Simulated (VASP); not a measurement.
Here is a VASP 6.6.1 calculation.

The input INCAR:

```
SYSTEM = PbSe
PREC     = Accurate       ! precision mode
ENCUT    = 520            ! plane-wave cutoff, eV
EDIFF    = 1E-6           ! SCF threshold, eV
ISMEAR   = -1             ! smearing method
SIGMA    = 0.01           ! smearing width, eV
LREAL    = .FALSE.        ! projectors in reciprocal space
LASPH    = .TRUE.         ! aspherical terms in the spheres
NELM     = 80             ! most SCF steps
ALGO     = Normal         ! electronic algorithm
ISIF     = 2              ! what is computed and relaxed
LWAVE    = .FALSE.        ! write WAVECAR
LCHARG   = .FALSE.        ! write CHGCAR
GGA      = PE             ! functional
NBANDS   = 17             ! bands
```

File KPOINTS:

```
regular mesh
0
G
  9 9 9
  0 0 0
```

POSCAR

```
PbSe
1.0
    0.0000000000      3.0824297301      3.0824297301
    3.0824297301      0.0000000000      3.0824297301
    3.0824297301      3.0824297301      0.0000000000
Pb Se
1 1
Direct
    0.0000000000      0.0000000000      0.0000000000
    0.5000000000      0.5000000000      0.5000000000
```

Potentials or basis: VASP PAW PBE potentials, release 64 (Pb_d, Se).

Run with:

```sh
$ cat potpaw_PBE.64/Pb_d/POTCAR potpaw_PBE.64/Se/POTCAR > POTCAR
$ mpirun -np 1 vasp_std > vasp.out
```

Q: Predict the pressure.

A: 1.2 GPa.
